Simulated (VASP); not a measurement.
Write the native input for VASP 6.6.1 that does the following.

| Quantity | Value |
| --- | --- |
| Task | single point |
| Functional | PBEsol |
| Potentials or basis | VASP PAW PBE potentials, release 64 (Ti_sv) |
| Cutoff | 520 eV |
| k mesh | 12 × 12 × 14 |
| Occupations | gaussian, width 0.15 eV |
| Spin | no spin polarisation |
| Dipole correction | no |
| Further INCAR settings | ALGO = Fast; EDIFF = 1e-06; NBANDS = 25 |

The structure of Ti lies in POSCAR:

```
Ti
1.0
    4.4066000000      0.0000000000      0.0000000000
   -2.2033000000      3.8162275443      0.0000000000
    0.0000000000      0.0000000000      2.6584000000
Ti
3
Direct
    0.0000000000      0.0000000000      0.0000000000
    0.3333333333      0.6666666667      0.5000000000
    0.6666666667      0.3333333333      0.5000000000
```

One way to write it, as run:

INCAR

```
SYSTEM = Ti
  ALGO = Fast
  EDIFF = 1E-6
  ENCUT = 520
  GGA = PS
  ISIF = 2
  ISMEAR = 0
  LASPH = .TRUE.
  LCHARG = .FALSE.
  LREAL = .FALSE.
  LWAVE = .FALSE.
  NBANDS = 25
  NELM = 80
  PREC = Accurate
  SIGMA = 0.15
```

KPOINTS

```
k-points
0
G
  12 12 14
  0 0 0
```

Potentials or basis: VASP PAW PBE potentials, release 64 (Ti_sv).

Run with:

```console
$ cat potpaw_PBE.64/Ti_sv/POTCAR > POTCAR
$ mpirun -np 1 vasp_std > vasp.out
```

It gave:

```
Pressure               : 14.0 GPa
Band gap on the k mesh : zero (band 18 reaches 9.93 eV, above the bottom of band 19 at 9.64 eV)
```

Caveat: the PAW data sets were made with another functional, which shifts forces and pressure a little.

Run time: 5.8 min on 1 thread of Intel(R) Xeon(R) Platinum 8375C CPU @ 2.90GHz (Ice Lake) (shared host), peak memory 0.26 GiB.
